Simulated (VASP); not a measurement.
# BaTiO3 (R3m) in VASP: further runs, part 2 of 3

VASP 6.6.1. Earlier steps stand in the parts before.

**3. Single point, PBE (volume scaled by 1.10, then relaxed in part)**

Contents of INCAR:

```
PREC = Accurate
ENCUT = 520
EDIFF = 1E-6
ISMEAR = 0
SIGMA = 0.02
LREAL = F
LASPH = T
NELM = 80
ALGO = Normal
ISIF = 2
LWAVE = F
LCHARG = F
GGA = PE
NBANDS = 28
```

Contents of KPOINTS:

```
regular mesh
0
Gamma
  6 6 6
```

Contents of POSCAR:

```
BaTiO3
1.0
    2.9418087693      1.6984540848      2.4554511840
   -2.9418087693      1.6984540848      2.4554511840
    0.0000000000     -3.3969081697      2.4554511840
Ba Ti O
1 1 3
Direct
   -0.0144718991     -0.0144718991     -0.0144718991
    0.4705771863      0.4705771863      0.4705771863
    0.5145354444      0.5145354444      0.0340238240
    0.0340238240      0.5145354444      0.5145354444
    0.5145354444      0.0340238240      0.5145354444
```

Potentials or basis: VASP PAW PBE potentials, release 64 (Ba_sv, Ti_sv, O).

The run is started by

```console
> cat potpaw_PBE.64/Ba_sv/POTCAR potpaw_PBE.64/Ti_sv/POTCAR potpaw_PBE.64/O/POTCAR > POTCAR
> mpirun -np 1 vasp_std > vasp.out
```

OUTCAR:

```text
PREC = Accurate
   ENCUT = 520
   EDIFF = 1E-6
   ISMEAR = 0
   LREAL = F
   LASPH = T
   NELM = 80
   ISIF = 2
   GGA = PE

 ion  position               nearest neighbor table
   1  0.986  0.986  0.986-   3 2.82   4 2.82   5 2.82   4 2.95   5 2.95   5 2.95   4 2.95   3 2.95
                             3 2.95   3 3.17   4 3.17   5 3.17   2 3.57   2 3.58   2 3.58   2 3.58
   2  0.471  0.471  0.471-   3 1.84   4 1.84   5 1.84   5 2.38   4 2.38   3 2.38   1 3.57   1 3.58
                             1 3.58   1 3.58   1 3.65   1 3.65   1 3.65   1 3.79
   3  0.515  0.515  0.034-   2 1.84   2 2.38   1 2.82   1 2.95   1 2.95   1 3.17
   4  0.034  0.515  0.515-   2 1.84   2 2.38   1 2.82   1 2.95   1 2.95   1 3.17
   5  0.515  0.034  0.515-   2 1.84   2 2.38   1 2.82   1 2.95   1 2.95   1 3.17

  LATTYP: Found a trigonal (rhomboedric) cell.
 ALAT       =     4.1914467228
 COS(alpha) =     0.0147850993

  Lattice vectors:

 A1 = (   2.9418087693,   1.6984540848,   2.4554511840)
 A2 = (  -2.9418087693,   1.6984540848,   2.4554511840)
 A3 = (   0.0000000000,  -3.3969081697,   2.4554511840)

Analysis of symmetry for initial positions (statically):
=====================================================================
 Subroutine PRICEL returns:
 Original cell was already a primitive cell.

 Routine SETGRP: Setting up the symmetry group for a
 trigonal (rhombohedral) supercell.

 Subroutine GETGRP returns: Found  6 space group operations
 (whereof  6 operations were pure point group operations)
 out of a pool of 12 trial point group operations.

The static configuration has the point symmetry C_3v.

Analysis of symmetry for dynamics (positions and initial velocities):
=====================================================================
 Subroutine PRICEL returns:
 Original cell was already a primitive cell.

 Routine SETGRP: Setting up the symmetry group for a
 trigonal (rhombohedral) supercell.

 Subroutine GETGRP returns: Found  6 space group operations
 (whereof  6 operations were pure point group operations)
[... 124 lines left out ...]
   EFERMI_NEDOS =   21; number of points for ismear=-14 and -15
   IALGO  =     38    algorithm
   IMIX   =      4    mixing-type and parameters
     AMIX     =   0.40;   BMIX     =  1.00
     AMIX_MAG =   1.60;   BMIX_MAG =  1.00
  volume/ion in A,a.u.               =      14.72        99.35
  Fermi-wavevector in a.u.,A,eV,Ry     =   1.335912  2.524508 24.281790  1.784661
  Thomas-Fermi vector in A             =   2.464580
   LORBIT       =      0    0 simple, 1 ext, 2 COOP (PROOUT), +10 PAW based schemes
   GGA     = PE    functional components
   LHFCALC =     F    Hartree Fock is set to
   AEXX    =    0.0000 exact exchange contribution
   IVDW    =     0    specifies the selected vdW correction
   LEPSILON=     F    determine dielectric tensor
   LRPA    =     F    only Hartree local field effects (RPA)
 non-spin polarized calculation
 Gauss-broadening in eV      SIGMA  =   0.02
  energy-cutoff  :      520.00
  volume of cell :       73.61
 maximum number of plane-waves:      2001
   NGX = 15   NGY = 15   NGZ = 15

 number of electron      39.9999996 magnetization

 Free energy of the ion-electron system (eV)
  ---------------------------------------------------
  ext. energy  EPLUGINS =         0.00000000
  ---------------------------------------------------
  free energy    TOTEN  =       -39.94301838 eV

  energy without entropy =      -39.94301838  energy(sigma->0) =      -39.94301838

 E-fermi :   2.8402     XC(G=0): -10.4795

 val. band max:        2.6824959121   @ k =   0.5000   0.5000   0.5000
 cond. band min:       5.6871277790   @ k =  -0.1667   0.1667   0.0000
 fundamental gap:      3.0046318669
 Fermi energy:         2.8402253336

 k-point     1 :       0.0000    0.0000    0.0000
  band No.  band energies     occupation
      1     -53.4592      2.00000
      2     -29.7442      2.00000
      3     -29.7294      2.00000
      4     -29.7294      2.00000
      5     -22.4721      2.00000
      6     -13.7345      2.00000
[... 733 lines left out ...]
     27      10.1676      0.00000
     28      10.6025      0.00000

 [... further k-points ...]
[... 5 lines left out ...]
  --------------------------------------------------------------------------------------
  -------------------------------------------------------------------------------------
  Total       -2.3812444     -2.3812444     -2.4340270      0.0000000      0.0000000      0.0000000
  in kB      -51.8279156    -51.8279156    -52.9767330      0.0000000      0.0000000      0.0000000
  external PRESSURE =     -52.2108547 kB  Pullay stress =       0.0000000 kB

 VOLUME and BASIS-vectors are now :
 -----------------------------------------------------------------------------
  energy-cutoff  :      520.00
  volume of cell :       73.61
      direct lattice vectors                 reciprocal lattice vectors
     2.941808769  1.698454085  2.455451184     0.169963461  0.098128450  0.135752376
    -2.941808769  1.698454085  2.455451184    -0.169963461  0.098128450  0.135752376
     0.000000000 -3.396908170  2.455451184     0.000000000 -0.196256900  0.135752376

 POSITION                                       TOTAL-FORCE (eV/Angst)
 -----------------------------------------------------------------------------------
      0.00000     -0.00000      7.25975        -0.000000     -0.000000      0.065030
      0.00000     -0.00000      3.46644        -0.000000     -0.000000      0.126969
      0.00000      1.63225      2.61038        -0.000000      0.049283     -0.064000
     -1.41357     -0.81613      2.61038        -0.042680     -0.024642     -0.064000
      1.41357     -0.81613      2.61038         0.042680     -0.024642     -0.064000
 -----------------------------------------------------------------------------------
    total drift:                               -0.000000     -0.000001     -0.000028

  FREE ENERGIE OF THE ION-ELECTRON SYSTEM (eV)
  ---------------------------------------------------
  free  energy   TOTEN  =       -39.9430183800 eV

  energy  without entropy=      -39.9430183800  energy(sigma->0) =      -39.94301838
```

stdout:

```text
POSCAR found type information on POSCAR BaTiO
 POSCAR found :  3 types and       5 ions
 scaLAPACK will be used
 LDA part: xc-table for (Slater+PW92), standard interpolation
 POSCAR, INCAR and KPOINTS ok, starting setup
 FFT: planning ... GRIDC
 FFT: planning ... GRID_SOFT
 FFT: planning ... GRID
 WAVECAR not read
 entering main loop
```

Wall time 52 s (1 thread of Intel Xeon Platinum 8259CL at 2.50GHz (Skylake/Cascade Lake), shared host); peak memory 0.21 GiB.

Results:

```yaml
Free_energy: -39.9430 eV
Pressure: -5.2 GPa
Largest_force: 0.127 eV/Å
Band_gap_on_the_k_mesh: 3.00 eV, indirect (least direct gap 3.64 eV)
```

Forces on the atoms (eV/Å):
```
Ba   0.000  0.000  0.065
Ti   0.000  0.000  0.127
O    0.000  0.049 -0.064
O   -0.043 -0.025 -0.064
O    0.043 -0.025 -0.064
```

Stress tensor (GPa, compression positive):
```
-5.18  0.00  0.00
 0.00 -5.18  0.00
 0.00  0.00 -5.30
```

Caveat: spin-orbit coupling is left out, which moves the levels of the heavy elements. A k mesh can miss the band edges.

(Continued in part 3 of 3.)
